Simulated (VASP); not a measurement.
# Rb (Fm-3m) in VASP: a series of runs

Runs on Rb. Level: PBE. Tasks: single point.

All numbers are computed with VASP 6.6.1; they aren't measurements. Logs are shortened: lines on timing, memory, paths and dates and some standing lists are left out, and cuts for length are marked.

## (1) The cell of the first run

It takes space group Fm-3m (No. 225, cubic). Conventional cell: a = 7.280 Å, b = 7.280 Å, c = 7.280 Å, α = 90.00°, β = 90.00°, γ = 90.00°.

## (2) Single point, PBE

The input, INCAR:

```
PREC     = Accurate       # precision mode
ENCUT    = 520            # plane-wave cutoff, eV
EDIFF    = 1E-7           # SCF threshold, eV
ISMEAR   = 0              # smearing method
SIGMA    = 0.1            # smearing width, eV
LREAL    = F              # projectors in reciprocal space
LASPH    = T              # aspherical terms in the spheres
NELM     = 100            # most SCF steps
ALGO     = Fast           # electronic algorithm
ISIF     = 2              # what is computed and relaxed
LWAVE    = F              # write WAVECAR
LCHARG   = T              # write CHGCAR
GGA      = PE             # functional
LELF     = T              # ELF
LVHAR    = T            
NBANDS   = 10             # bands
ISYM     = 0
```

The input, KPOINTS:

```
Automatic mesh
0
Gamma
  2 5 5
```

The input, POSCAR:

```
Rb
1.0
    0.0000000000      3.6398846700      3.6398846700
    3.6398846700      0.0000000000      3.6398846700
    3.6398846700      3.6398846700      0.0000000000
Rb
1
Direct
    0.0000000000      0.0000000000      0.0000000000
```

Potentials or basis: VASP PAW PBE potentials, release 64 (Rb_sv).

The run is started by

```sh
$ cat potpaw_PBE.64/Rb_sv/POTCAR > POTCAR
$ mpirun -np 1 vasp_std > vasp.out
```

OUTCAR:

```text
PREC = Accurate
   ENCUT = 520
   EDIFF = 1E-7
   ISMEAR = 0
   LREAL = F
   LASPH = T
   NELM = 100
   ISIF = 2
   GGA = PE
   ISYM = 0

 ion  position               nearest neighbor table
   1  0.000  0.000  0.000-

IMPORTANT INFORMATION: All symmetrisations will be switched off!
NOSYMM: (Re-)initialisation of all symmetry stuff for point group C_1.

----------------------------------------------------------------------------------------

                                     Primitive cell

  volume of cell :      96.4479

  direct lattice vectors                    reciprocal lattice vectors
     0.000000000  3.639884670  3.639884670    -0.137366990  0.137366990  0.137366990
     3.639884670  0.000000000  3.639884670     0.137366990 -0.137366990  0.137366990
     3.639884670  3.639884670  0.000000000     0.137366990  0.137366990 -0.137366990

  length of vectors
     5.147574266  5.147574266  5.147574266     0.237926605  0.237926605  0.237926605

  position of ions in fractional coordinates (direct lattice)
     0.000000000  0.000000000  0.000000000

  ion indices of the primitive-cell ions
   primitive index   ion index
                 1           1

----------------------------------------------------------------------------------------

 KPOINTS: Automatic mesh

Automatic generation of k-mesh.
 Grid dimensions read from file:
 generate k-points for:    2    5    5

 Generating k-lattice:

  Cartesian coordinates                     Fractional coordinates (reciprocal lattice)
    -0.068683495  0.068683495  0.068683495     0.500000000  0.000000000  0.000000000
     0.027473398 -0.027473398  0.027473398     0.000000000  0.200000000  0.000000000
     0.027473398  0.027473398 -0.027473398     0.000000000  0.000000000  0.200000000

  Length of vectors
     0.118963303  0.047585321  0.047585321

  Shift w.r.t. Gamma in fractional coordinates (k-lattice)
     0.000000000  0.000000000  0.000000000

 -----------------------------------------------------------------------------
|                                                                             |
|           W    W    AA    RRRRR   N    N  II  N    N   GGGG   !!!           |
|           W    W   A  A   R    R  NN   N  II  NN   N  G    G  !!!           |
|           W    W  A    A  R    R  N N  N  II  N N  N  G       !!!           |
|           W WW W  AAAAAA  RRRRR   N  N N  II  N  N N  G  GGG   !            |
|           WW  WW  A    A  R   R   N   NN  II  N   NN  G    G                |
|           W    W  A    A  R    R  N    N  II  N    N   GGGG   !!!           |
|                                                                             |
|     Your reciprocal lattice and k-lattice belong to different lattice       |
|     classes:                                                                |
|                                                                             |
|        The reciprocal lattice is body-centered cubic,                       |
|        whereas your k-lattice is base-centered monoclinic.                  |
|                                                                             |
|     Results are often still useful ...                                      |
|                                                                             |
 -----------------------------------------------------------------------------

 WARNING: IBZKPT: internal override: KBLOWUP is changed to .FALSE.
      ... skipping the blow-up phase ...

 Subroutine IBZKPT returns following result:
 ===========================================

 Found     26 irreducible k-points:

 Following reciprocal coordinates:
            Coordinates               Weight
  0.000000  0.000000  0.000000      1.000000
  0.500000  0.000000  0.000000      1.000000
  0.000000  0.200000  0.000000      2.000000
  0.500000  0.200000  0.000000      2.000000
  0.000000  0.400000  0.000000      2.000000
  0.500000  0.400000  0.000000      2.000000
[... 16 lines left out ...]
  0.000000 -0.400000  0.400000      2.000000
  0.500000 -0.400000  0.400000      2.000000
 [... further k-points ...]
   k-points           NKPTS =     26   k-points in BZ     NKDIM =     26   number of bands    NBANDS=     10
   number of dos      NEDOS =    301   number of ions     NIONS =      1
   total plane-waves  NPLWV =  64000
   dimension x,y,z NGX =    40 NGY =   40 NGZ =   40
   dimension x,y,z NGXF=    80 NGYF=   80 NGZF=   80
   ions per type =               1
   NGX,Y,Z   is equivalent  to a cutoff of  12.92, 12.92, 12.92 a.u.
   NGXF,Y,Z  is equivalent  to a cutoff of  25.84, 25.84, 25.84 a.u.
 SYSTEM =  unknown system
   PREC   = accura    normal or accurate (medium, high low for compatibility)
   ISTART =      0    job   : 0-new  1-cont  2-samecut
   ICHARG =      2    charge: 1-file 2-atom 10-const
   ISPIN  =      1    spin polarized calculation?
   LNONCOLLINEAR =      F non collinear calculations
   LSORBIT =      F    spin-orbit coupling
   LASPH  =      T    aspherical Exc in radial PAW
   ENCUT  =  520.0 eV  38.22 Ry    6.18 a.u.   9.57  9.57  9.57*2*pi/ulx,y,z
   NELM   =    100;   NELMIN=  2; NELMDL= -5     # of ELM steps
   EDIFF  = 0.1E-06   stopping-criterion for ELM
   LREAL  =      F    real-space projection
   EDIFFG = 0.1E-05   stopping-criterion for IOM
   NSW    =      0    number of steps for IOM
   IBRION =     -1    ionic relax: 0-MD 1-quasi-New 2-CG
   NFREE  =      0    steps in history (QN), initial steepest desc. (CG)
   ISIF   =      2    stress and relaxation
   ISYM   =      0    0-nonsym 1-usesym 2-fastsym
   POTIM  = 0.5000    time-step for ionic-motion
   TEBEG  =    0.0;   TEEND  =   0.0 temperature during run
   PSTRESS=    0.0 pullay stress
   NELECT =       9.0000    total number of electrons
   NUPDOWN=      -1.0000    fix difference up-down
   EMIN   =  10.00;   EMAX   =-10.00  energy-range for DOS
   EFERMI =   0.00;   METHOD = LEGACY
   ISMEAR =     0;   SIGMA  =   0.10  broadening in eV -4-tet -1-fermi 0-gaus
   EFERMI_NEDOS =   21; number of points for ismear=-14 and -15
   IALGO  =     68    algorithm
   IMIX   =      4    mixing-type and parameters
     AMIX     =   0.40;   BMIX     =  1.00
     AMIX_MAG =   1.60;   BMIX_MAG =  1.00
  volume/ion in A,a.u.               =      96.45       650.86
  Fermi-wavevector in a.u.,A,eV,Ry     =   0.742548  1.403213  7.501953  0.551378
  Thomas-Fermi vector in A             =   1.837453
   LORBIT       =      0    0 simple, 1 ext, 2 COOP (PROOUT), +10 PAW based schemes
   GGA     = PE    functional components
   LHFCALC =     F    Hartree Fock is set to
   AEXX    =    0.0000 exact exchange contribution
   IVDW    =     0    specifies the selected vdW correction
   LEPSILON=     F    determine dielectric tensor
   LRPA    =     F    only Hartree local field effects (RPA)
 non-spin polarized calculation
 RMM-DIIS sequential band-by-band and
 Gauss-broadening in eV      SIGMA  =   0.10
  energy-cutoff  :      520.00
  volume of cell :       96.45
 maximum number of plane-waves:      2637
 NGX is ok and might be reduce to    40
   NGX = 19   NGY = 19   NGZ = 19

 number of electron       9.0000000 magnetization

 Free energy of the ion-electron system (eV)
  ---------------------------------------------------
  ext. energy  EPLUGINS =         0.00000000
  ---------------------------------------------------
  free energy    TOTEN  =        -0.88395190 eV

  energy without entropy =       -0.87746736  energy(sigma->0) =       -0.88070963

 E-fermi :  -0.0801     XC(G=0):  -5.3259

 val. band max:       -0.1497161416   @ k =   0.5000   0.4000   0.2000
 cond. band min:      -0.0439368974   @ k =   0.0000   0.4000   0.4000
 fundamental gap:      0.1057792442
 Fermi energy:        -0.0800752855

 k-point     1 :       0.0000    0.0000    0.0000
  band No.  band energies     occupation
      1     -29.0393      2.00000
      2     -13.0905      2.00000
      3     -13.0896      2.00000
      4     -13.0834      2.00000
      5      -2.0092      2.00000
      6       3.4230      0.00000
      7       3.4280      0.00000
      8       3.4341      0.00000
      9       4.7060      0.00000
     10       4.7114      0.00000

 k-point     2 :       0.5000    0.0000    0.0000
  band No.  band energies     occupation
      1     -29.0365      2.00000
      2     -13.1604      2.00000
      3     -13.1009      2.00000
      4     -13.1003      2.00000
      5       0.0321      0.11264
      6       0.5094      0.00000
      7       3.2263      0.00000
      8       3.2281      0.00000
      9       5.2417      0.00000
     10       5.4578      0.00000

 k-point     3 :       0.0000    0.2000    0.0000
  band No.  band energies     occupation
      1     -29.0384      2.00000
      2     -13.1164      2.00000
      3     -13.0939      2.00000
      4     -13.0873      2.00000
      5      -1.5944      2.00000
      6       2.5044      0.00000
      7       3.5146      0.00000
      8       3.5243      0.00000
      9       4.4728      0.00000
     10       4.4780      0.00000

 k-point     4 :       0.5000    0.2000    0.0000
  band No.  band energies     occupation
      1     -29.0362      2.00000
      2     -13.1500      2.00000
      3     -13.1155      2.00000
      4     -13.1067      2.00000
      5       0.0560      0.05434
      6       1.0121      0.00000
      7       2.4016      0.00000
      8       3.4730      0.00000
      9       4.1400      0.00000
     10       5.4869      0.00000
[... 222 lines left out ...]
 k-point    22 :       0.5000    0.4000    0.4000
  band No.  band energies     occupation
      1     -29.0365      2.00000
      2     -13.1595      2.00000
      3     -13.1015      2.00000
      4     -13.1003      2.00000
      5      -0.1886      1.87511
      6       0.8803      0.00000
      7       2.9214      0.00000
      8       3.3215      0.00000
      9       5.0181      0.00000
     10       5.1290      0.00000

 k-point    23 :       0.0000   -0.4000    0.4000
  band No.  band energies     occupation
      1     -29.0356      2.00000
      2     -13.1534      2.00000
      3     -13.1291      2.00000
      4     -13.1087      2.00000
      5       0.7975      0.00000
      6       1.2814      0.00000
      7       1.4011      0.00000
      8       3.4123      0.00000
      9       3.8802      0.00000
     10       5.6459      0.00000

 k-point    24 :       0.5000   -0.4000    0.4000
  band No.  band energies     occupation
      1     -29.0362      2.00000
      2     -13.1581      2.00000
      3     -13.1140      2.00000
      4     -13.1002      2.00000
      5       0.3299      0.00000
      6       0.6132      0.00000
      7       2.5167      0.00000
      8       3.3337      0.00000
      9       4.4804      0.00000
     10       5.4099      0.00000

 [... further k-points ...]
[... 5 lines left out ...]
  --------------------------------------------------------------------------------------
  -------------------------------------------------------------------------------------
  Total       -0.0607627     -0.0673296     -0.0673216      0.0741420      0.0644015      0.0741452
  in kB       -1.0093805     -1.1184685     -1.1183354      1.2316352      1.0698268      1.2316878
  external PRESSURE =      -1.0820615 kB  Pullay stress =       0.0000000 kB

 VOLUME and BASIS-vectors are now :
 -----------------------------------------------------------------------------
  energy-cutoff  :      520.00
  volume of cell :       96.45
      direct lattice vectors                 reciprocal lattice vectors
     0.000000000  3.639884670  3.639884670    -0.137366990  0.137366990  0.137366990
     3.639884670  0.000000000  3.639884670     0.137366990 -0.137366990  0.137366990
     3.639884670  3.639884670  0.000000000     0.137366990  0.137366990 -0.137366990

 POSITION                                       TOTAL-FORCE (eV/Angst)
 -----------------------------------------------------------------------------------
      0.00000      0.00000      0.00000         0.000014     -0.000006     -0.000020
 -----------------------------------------------------------------------------------
    total drift:                                0.000014     -0.000006     -0.000020

  FREE ENERGIE OF THE ION-ELECTRON SYSTEM (eV)
  ---------------------------------------------------
  free  energy   TOTEN  =        -0.8839518952 eV

  energy  without entropy=       -0.8774673626  energy(sigma->0) =       -0.88070963
```

It took 20 s on 1 thread of Intel Xeon 6975P-C, shared host; peak memory 0.23 GiB.

Results:

| Item | Value |
| --- | --- |
| Free energy | -0.8840 eV |
| Pressure | -0.1 GPa |

Caveat: the k points lie up to 0.75 Å⁻¹ apart.

## (3) Single point, PBE

This run uses another cell than the first one, of 112.84 Å³/atom, 1.170 times its volume.

The input, INCAR:

```
PREC = Accurate ; ENCUT = 520
EDIFF = 1E-7 ; ISMEAR = 0
SIGMA = 0.1 ; LREAL = F
LASPH = T ; NELM = 80
ALGO = Normal ; ISIF = 2
LWAVE = F ; LCHARG = T
GGA = PE ; LELF = T
LVHAR = T ; NBANDS = 10
```

The input, KPOINTS:

```
Automatic mesh
0
Gamma
  4 4 4
```

The input, POSCAR:

```
Rb
1.0
    0.0000000000      3.8354492781      3.8354492781
    3.8354492781      0.0000000000      3.8354492781
    3.8354492781      3.8354492781      0.0000000000
Rb
1
Direct
    0.0000000000      0.0000000000      0.0000000000
```

Potentials or basis: VASP PAW PBE potentials, release 64 (Rb_sv).

The run is started by

```sh
$ cat potpaw_PBE.64/Rb_sv/POTCAR > POTCAR
$ mpirun -np 1 vasp_std > vasp.out
```

Wall time 12 s (1 thread of Intel Xeon Platinum 8259CL at 2.50GHz (Skylake/Cascade Lake), shared host); peak memory 0.23 GiB.

It converged, with:

```yaml
Free_energy: -0.8651 eV
Pressure: -0.4 GPa
```

Levels at points of the mesh, in eV from the Fermi level:
| k point | band 1 | band 2 | band 3 | band 4 | band 5 | band 6 | band 7 | band 8 |
| --- | --- | --- | --- | --- | --- | --- | --- | --- |
| (0.00, 0.00, 0.00) | -29.16 | -13.21 | -13.21 | -13.21 | -1.83 | 3.26 | 3.26 | 3.26 |
| (0.50, 0.00, 0.00) | -29.16 | -13.26 | -13.22 | -13.22 | 0.02 | 0.43 | 3.08 | 3.08 |
| (0.50, 0.50, 0.00) | -29.15 | -13.25 | -13.23 | -13.23 | 0.57 | 1.04 | 1.73 | 3.71 |

## (4) Single point, PBE, collinear spin, ferromagnetic start

The input, INCAR:

```
  ALGO = Normal
  EDIFF = 1E-6
  ENCUT = 520
  GGA = PE
  ISIF = 2
  ISMEAR = 1
  ISPIN = 2
  LASPH = True
  LCHARG = True
  LELF = True
  LORBIT = 11
  LREAL = False
  LVHAR = True
  LWAVE = False
  MAGMOM = 5
  NBANDS = 14
  NELM = 150
  PREC = Accurate
  SIGMA = 0.018
```

The input, KPOINTS:

```
k-points
0
Gamma
  2 2 2
```

The input, POSCAR:

```
Rb
1.0
    0.0000000000      3.6398846700      3.6398846700
    3.6398846700      0.0000000000      3.6398846700
    3.6398846700      3.6398846700      0.0000000000
Rb
1
Direct
    0.0000000000      0.0000000000      0.0000000000
```

The run is started by

```sh
$ cat potpaw_PBE.64/Rb_sv/POTCAR > POTCAR
$ mpirun -np 1 vasp_std > vasp.out
```

It took 24 s on 1 thread of Intel Xeon Platinum 8259CL at 2.50GHz (Skylake/Cascade Lake), shared host; peak memory 0.26 GiB.

Results (log left out):

```yaml
Free_energy: -0.6031 eV
Pressure: 0.0 GPa
Net_moment: 0.75 μB per cell
Site_moments: Rb +0.05 μB
Valence_electrons_inside_the_program's_atomic_spheres: Rb 7.29
```

Levels at points of the mesh, in eV from the Fermi level:
Spin up:
```tsv
k point	band 1	band 2	band 3	band 4	band 5	band 6	band 7	band 8	band 9	band 10
(0.00, 0.00, 0.00)	-29.24	-13.29	-13.29	-13.29	-2.49	3.05	3.05	3.05	4.45	4.45
(0.50, 0.00, 0.00)	-29.23	-13.37	-13.30	-13.30	-0.44	0.00	2.87	2.87	4.89	4.95
(0.50, 0.50, 0.00)	-29.23	-13.36	-13.32	-13.32	0.12	0.67	1.24	3.71	3.71	4.25
```
Spin down:
| k point | band 2 | band 3 | band 4 | band 5 | band 6 | band 7 |
| --- | --- | --- | --- | --- | --- | --- |
| (0.00, 0.00, 0.00) | -13.22 | -13.22 | -13.22 | -1.89 | 3.36 | 3.36 |
| (0.50, 0.00, 0.00) | -13.30 | -13.23 | -13.23 | 0.10 | 0.72 | 3.17 |
| (0.50, 0.50, 0.00) | -13.29 | -13.25 | -13.25 | 0.61 | 1.43 | 1.86 |

Caveat: the k points lie up to 0.75 Å⁻¹ apart.

## (5) Single point, PBE

This run uses another cell than the first one, of 72.43 Å³/atom, 0.751 times its volume.

The input, INCAR:

```
SYSTEM = Rb
PREC = Accurate ; ENCUT = 520
EDIFF = 1E-6 ; ISMEAR = 0
SIGMA = 0.1 ; LREAL = .False.
LASPH = .True. ; NELM = 60
ALGO = Normal ; ISIF = 2
LWAVE = .False. ; LCHARG = .False.
GGA = PE ; NBANDS = 10
ISYM = 0
```

The input, KPOINTS:

```
Automatic mesh
0
Gamma
  3 2 5
  0 0 0
```

The input, POSCAR:

```
Rb
1.0
    0.0000000000      3.3085238440      3.3085238440
    3.3085238440      0.0000000000      3.3085238440
    3.3085238440      3.3085238440      0.0000000000
Rb
1
Direct
    0.0000000000      0.0000000000      0.0000000000
```

The run is started by

```sh
$ cat potpaw_PBE.64/Rb_sv/POTCAR > POTCAR
$ mpirun -np 1 vasp_std > vasp.out
```

Wall time 9.7 s (1 thread of Intel Xeon Platinum 8259CL at 2.50GHz (Skylake/Cascade Lake), shared host); peak memory 0.19 GiB.

The run converged. Its results:

```
Free energy : -0.8378 eV
Pressure    : 1.0 GPa
```

Levels at points of the mesh, in eV from the Fermi level:
```csv
k point,band 1,band 2,band 3,band 4,band 5,band 6,band 7,band 8,band 9
"(0.00, 0.00, 0.00)",-28.75,-12.76,-12.76,-12.75,-2.22,3.83,3.84,3.85,5.42
"(0.00, 0.50, 0.00)",-28.74,-12.95,-12.79,-12.79,0.15,0.90,3.59,3.60,6.37
```

Caveat: the k points lie up to 0.82 Å⁻¹ apart.

(Continued in part 2 of 2.)
